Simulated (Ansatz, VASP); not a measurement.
One calculation of AlN, two programs

The input INCAR:

```
  PREC = Accurate
  ENCUT = 520
  EDIFF = 1E-6
  ISMEAR = 0
  SIGMA = 0.01
  LREAL = False
  LASPH = True
  NELM = 80
  ALGO = Normal
  ISIF = 2
  LWAVE = False
  LCHARG = True
  GGA = PS
  LELF = True
  LVHAR = True
  NBANDS = 16
```

Contents of KPOINTS:

```
regular mesh
0
Gamma
  8 8 6
```

File POSCAR:

```
AlN
1.0
    3.1138302227      0.0000000000      0.0000000000
   -1.5569151113      2.6966560759      0.0000000000
    0.0000000000      0.0000000000      4.9828527301
Al N
2 2
Direct
    0.3333333333      0.6666666667     -0.0010085685
    0.6666666667      0.3333333333      0.4989914315
    0.3333333333      0.6666666667      0.3810085685
    0.6666666667      0.3333333333      0.8810085685
```

Input for Ansatz:

```yaml
crystal:
  lattice:
    - [3.11383022268, 0.0, 0.0]
    - [-1.55691511134, 2.69665607592, 0.0]
    - [0.0, 0.0, 4.98285273008]
  atoms:
    - { symbol: Al, position: [0.333333333333, 0.666666666667, -0.001008568487] }
    - { symbol: Al, position: [0.666666666667, 0.333333333333, 0.498991431513] }
    - { symbol: "N", position: [0.333333333333, 0.666666666667, 0.381008568487] }
    - { symbol: "N", position: [0.666666666667, 0.333333333333, 0.881008568487] }
kpoints:
  mp_grid: { grid: [8, 8, 6] }
scf:
  occupations: { method: fixed }
hamiltonian:
  xc: pbesol
  pseudopotentials: { kind: paw }
output:
  forces: true
  stress: true
  eigenvalues: true
  eigenstates:
    nscf_kmesh: { grid: [12, 12, 8] }
    de_dk: true
    e_range: [-9, 14.09468538943]
  optics:
    e_range: [0, 30]
    de: 0.2
    sigma: 0.1
    bands: { spectra_wanted_up_to: 30 }
    nscf_kmesh: { grid: [12, 12, 8] }
checkpoint:
  write: ck
  write_wavefunctions: false
```

Alike in both runs: task single point; functional PBEsol; k mesh 8 × 8 × 6; no spin polarisation.

|  | VASP | Ansatz |
| --- | --- | --- |
| version | VASP 6.6.1 | Ansatz 0.2.0 |
| potentials or method | VASP PAW PBE potentials, release 64 (Al, N) | PAW with Ansatz's default frozen-core files, scalar-relativistic |
| plane-wave cutoff (eV) | 520 | 420 |
| occupations | gaussian, width 0.01 eV | fixed |
| valence electrons in the cell | 16 | 16 |

```csv
,VASP,Ansatz,Ansatz less VASP
gap on the k mesh at the Fermi level (eV),4.11,4.09,-0.016
pressure (GPa),0.0,0.0,+0.07
```

VASP's potentials were made for PBE, not for PBEsol.
